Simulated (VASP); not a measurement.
## Cu: relaxation of cell and atoms with PBEsol

Crystal: Cu.

```
Cu
1.0
     2.35915    0.00000    0.00000
     0.00000    2.35915    0.00000
     0.00000    0.00000    2.35915
Cu
1
Direct
  0.00000 0.00000 0.00000
```

```
Program                : VASP 6.6.1
Task                   : relaxation of cell and atoms
Functional             : PBEsol
Potentials or basis    : VASP PAW PBE potentials, release 64 (Cu)
Cutoff                 : 600 eV
k mesh                 : 9 × 9 × 9
Occupations            : fermi-dirac, width 0.1 eV
Spin                   : no spin polarisation
Dipole correction      : no
Further INCAR settings : ALGO = Normal; EDIFF = 1e-07; IBRION = 2; EDIFFG = -0.02; NSW = 80; ISIF = 3
```

```json
{
  "Relaxed volume": "13.19 Å³/atom",
  "Relaxed cell": "a = 2.363 Å, b = 2.363 Å, c = 2.363 Å, α = 90.00°, β = 90.00°, γ = 90.00°",
  "Space group after relaxing (to 0.05 Å)": "Pm-3m (No. 221)",
  "Energy gained by relaxing": "0.1 meV/atom",
  "Ionic steps": "3",
  "Pressure after relaxing": "0.0 GPa"
}
```

Step by step:
| step | energy change (eV) | largest force (eV/Å) | pressure (GPa) | volume (Å³) |
| --- | --- | --- | --- | --- |
| 1 | 0.0000 | 0.0000 | 0.58 | 13.13 |
| 2 | -0.0001 | 0.0000 | -0.28 | 13.22 |
| 3 | -0.0001 | 0.0000 | -0.01 | 13.19 |

Final structure:
```
Cu
1.0
     2.36271    0.00000    0.00000
     0.00000    2.36271    0.00000
     0.00000    0.00000    2.36271
Cu
1
Direct
  0.00000 0.00000 0.00000
```

Levels at points of the mesh, in eV from the Fermi level:
| k point | band 3 | band 4 | band 5 | band 6 | band 7 | band 8 | band 9 |
| --- | --- | --- | --- | --- | --- | --- | --- |
| (0.00, 0.00, 0.00) | -3.96 | -1.25 | -1.25 | -1.25 | 18.15 | 18.15 | 18.15 |

Run time: 6.1 s on 1 thread of Intel Xeon 6975P-C, with other jobs on the host, peak memory 0.13 GiB.

Caveat: the PAW data sets were made with another functional, which shifts forces and pressure a little.
